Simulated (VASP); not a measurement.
Wanted: the native input for a VASP 6.6.1 run.

```
Task                   : single point
Functional             : PBE
Potentials or basis    : VASP PAW PBE potentials, release 64 (Co)
Cutoff                 : 520 eV
k mesh                 : 21 × 21 × 12
Occupations            : gaussian, width 0.15 eV
Spin                   : collinear spin, ferromagnetic start
Starting moments       : [1.86, 1.86] μB
Dipole correction      : no
Further INCAR settings : ALGO = Normal; EDIFF = 1e-06; NBANDS = 20
```

The structure of Co lies in POSCAR:

```
Co
1.0
    2.6181000000      0.0000000000      0.0000000000
   -1.3090500000      2.2673411096      0.0000000000
    0.0000000000      0.0000000000      3.9315000000
Co
2
Direct
    0.3333333333      0.6666666667      0.2500000000
    0.6666666667      0.3333333333      0.7500000000
```

These files were run (other wordings do the same):

INCAR

```
SYSTEM = Co
ALGO = Normal ; EDIFF = 1E-6
ENCUT = 520 ; GGA = PE
ISIF = 2 ; ISMEAR = 0
ISPIN = 2 ; LASPH = .True.
LCHARG = .False. ; LMAXMIX = 4
LORBIT = 11 ; LREAL = .False.
LWAVE = .False. ; MAGMOM = 1.86 1.86
NBANDS = 20 ; NELM = 150
PREC = Accurate ; SIGMA = 0.15
```

KPOINTS

```
k-points
0
Gamma
  21 21 12
  0 0 0
```

Potentials or basis: VASP PAW PBE potentials, release 64 (Co).

Launch:

```sh
$ cat potpaw_PBE.64/Co/POTCAR > POTCAR
$ mpirun -np 1 vasp_std > vasp.out
```

Results of the run:

| Property | Result |
| --- | --- |
| Pressure | -12.3 GPa |
| Net moment | 3.29 μB per cell |
| Site moments | Co +1.68 μB |
| Valence electrons inside the program's atomic spheres | Co 8.15 |

It took 110 s on 1 thread of AMD EPYC 9R45 96-Core Processor (Zen 5), with other jobs on the host, peak memory 0.29 GiB.
